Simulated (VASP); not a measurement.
Set up this calculation in VASP 6.6.1, as the native input.

```
Task                                : relaxation of the atoms
Functional                          : PBEsol
Potentials or basis                 : VASP PAW PBE potentials, release 64 (Mo_sv, C)
Cutoff                              : 520 eV
k mesh                              : 6 × 6 × 1
Occupations                         : gaussian, width 0.1 eV
Spin                                : no spin polarisation
Dipole correction                   : yes
Atoms held fixed (from 0)           : [0, 1, 2, 3, 4, 5]
Further INCAR settings              : ALGO = Fast; EDIFF = 1e-06; IBRION = 2; EDIFFG = -0.025; NSW = 36
Atoms held along some axes (from 0) : atom 6 along a and b
```

The structure of Mo6C lies in POSCAR:

```
Mo6C
1.0
    4.4256825775      0.0000000000      0.0000000000
   -2.2128412887      3.8327535412      0.0000000000
    0.0000000000      0.0000000000     19.7247696083
Mo C
6 1
Selective dynamics
Direct
    0.6666666667      0.3333333333      0.2027907083  F F F
    0.3333333333      0.6666666667      0.2485904155  F F F
    0.0000000000      0.0000000000      0.2943901228  F F F
    0.6666666667      0.3333333333      0.3368101117  F F F
    0.3333333333      0.6666666667      0.3772266205  F F F
    0.0000000000      0.0000000000      0.4169767136  F F F
    0.4444444444      0.8888888889      0.4605767159  F F T
```

These files were run (other wordings do the same):

INCAR

```
  PREC = Accurate
  ENCUT = 520
  EDIFF = 1E-6
  ISMEAR = 0
  SIGMA = 0.1
  LREAL = False
  LASPH = True
  NELM = 100
  ALGO = Fast
  ISIF = 2
  LWAVE = False
  LCHARG = False
  LDIPOL = True
  IDIPOL = 3
  DIPOL = 0.5 0.5 0.334
  GGA = PS
  IBRION = 2
  NSW = 36
  EDIFFG = -0.025
  KPAR = 4
```

KPOINTS

```
regular mesh
0
Gamma
  6 6 1
```

Potentials or basis: VASP PAW PBE potentials, release 64 (Mo_sv, C).

The run is started by

```bash
$ cat potpaw_PBE.64/Mo_sv/POTCAR potpaw_PBE.64/C/POTCAR > POTCAR
$ mpirun -np 4 vasp_std > vasp.out
```

It gave:

| Item | Value |
| --- | --- |
| Energy gained by relaxing | 0.1 meV/atom |
| Ionic steps | 2 |
| Band gap on the k mesh | zero (bands 44 and 45 overlap by 0.28 eV) |

Run time: 6.9 min on 4 MPI ranks on Oxide Virtual Turin-like Processor, on a shared host, peak memory 0.54 GiB a rank.
